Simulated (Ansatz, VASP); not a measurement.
**SbAu in VASP and in Ansatz**

```
Au Sb
1.0
     0.00000    3.17189    3.17189
     3.17189    0.00000    3.17189
     3.17189    3.17189    0.00000
Au Sb
1 1
Direct
  0.00000 0.00000 0.00000
  0.25000 0.25000 0.25000
```

Change from the starting cell: volume scaled by 1.06.

Alike in both runs: task single point; functional PBE; k mesh 10 × 10 × 10; occupations fermi-dirac, width 0.08 eV; no spin polarisation.

|  | VASP | Ansatz |
| --- | --- | --- |
| version | VASP 6.6.1 | Ansatz 0.2.0 |
| potentials or method | VASP PAW PBE potentials, release 64 (Au, Sb), cutoff 520 eV | all-electron LAPW, scalar-relativistic |

Ansatz gave:

| Quantity | Value |
| --- | --- |
| pressure (GPa) | -2.9 |

What did VASP give for the same quantities?

Pressure (GPa): -3.1.

Ansatz ran all-electron here, and VASP with PAW potentials.

Neither program's run includes spin-orbit coupling.
